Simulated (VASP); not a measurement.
A run of VASP 6.6.1 is set up as follows.

File INCAR:

```
PREC = Accurate
ENCUT = 520
EDIFF = 1E-7
ISMEAR = -1
SIGMA = 0.1
LREAL = F
LASPH = T
NELM = 100
ALGO = Normal
ISIF = 2
LWAVE = F
LCHARG = F
GGA = PE
NBANDS = 15
```

KPOINTS

```
regular mesh
0
Gamma
  8 8 8
```

File POSCAR:

```
ZrC
1.0
    0.0000000000      2.3550000000      2.3550000000
    2.3550000000      0.0000000000      2.3550000000
    2.3550000000      2.3550000000      0.0000000000
Zr C
1 1
Direct
    0.0000000000      0.0000000000      0.0000000000
    0.5000000000      0.5000000000      0.5000000000
```

Potentials or basis: VASP PAW PBE potentials, release 64 (Zr_sv, C).

Command:

```sh
$ cat potpaw_PBE.64/Zr_sv/POTCAR potpaw_PBE.64/C/POTCAR > POTCAR
$ mpirun -np 1 vasp_std > vasp.out
```

**Question.** Predict the pressure.

**Answer.** 0.1 GPa.

**Question.** Estimate the band gap on the k mesh.

**Answer.** Zero (band 8 reaches 10.48 eV, above the bottom of band 9 at 9.17 eV).
